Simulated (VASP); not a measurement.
Here is a VASP 6.6.1 calculation.

Contents of INCAR:

```
PREC = Accurate
ENCUT = 520
EDIFF = 1E-6
ISMEAR = -1
SIGMA = 0.05
LREAL = F
LASPH = T
NELM = 100
ALGO = Fast
ISIF = 2
LWAVE = F
LCHARG = F
NBANDS = 16
```

The input KPOINTS:

```
regular mesh
0
Gamma
  7 7 8
```

The input POSCAR:

```
AlSn
1.0
    4.1981056157      0.0000000000      0.0000000000
   -2.0990528078      3.6356661109      0.0000000000
    0.0000000000      0.0000000000      3.3068470000
Sn Al
1 1
Direct
    0.3333333333      0.6666666667      0.5000000000
    0.0000000000      0.0000000000      0.0000000000
```

Potentials or basis: VASP PAW LDA potentials, release 64 (Sn_d, Al).

Command:

```bash
$ cat potpaw_LDA.64/Sn_d/POTCAR potpaw_LDA.64/Al/POTCAR > POTCAR
$ mpirun -np 1 vasp_std > vasp.out
```

(1) Estimate the pressure.

Answers

(1) -3.0 GPa.
